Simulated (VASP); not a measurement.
Input of a VASP 6.6.1 run:

The input INCAR:

```
PREC = Accurate ; ENCUT = 520
EDIFF = 1E-7 ; ISMEAR = 0
SIGMA = 0.1 ; LREAL = False
LASPH = True ; NELM = 150
ALGO = Normal ; ISIF = 2
LWAVE = False ; LCHARG = False
ISPIN = 2 ; MAGMOM = 0 3 3
LORBIT = 11 ; LMAXMIX = 4
GGA = PE ; NBANDS = 25
```

The input KPOINTS:

```
regular mesh
0
Gamma
  6 6 6
```

The input POSCAR:

```
SrCo2
1.0
   -2.0369599789      2.0369599789      3.3408238215
    2.0369599789     -2.0369599789      3.3408238215
    2.0369599789      2.0369599789     -3.3408238215
Sr Co
1 2
Direct
    0.0000000000      0.0000000000      0.0000000000
    0.5930000000      0.5930000000      0.0000000000
    0.4070000000      0.4070000000      0.0000000000
```

Potentials or basis: VASP PAW PBE potentials, release 64 (Sr_sv, Co).

The run is started by

```sh
$ cat potpaw_PBE.64/Sr_sv/POTCAR potpaw_PBE.64/Co/POTCAR > POTCAR
$ mpirun -np 1 vasp_std > vasp.out
```

(1) Estimate the net moment.

(2) Predict the largest force.

Answers

(1) 1.82 μB per cell.

(2) 23.208 eV/Å.

Caveat: the k points lie up to 0.36 Å⁻¹ apart; forces of over 1 eV/Å act on the atoms, so gaps and moduli don't describe the material at rest.
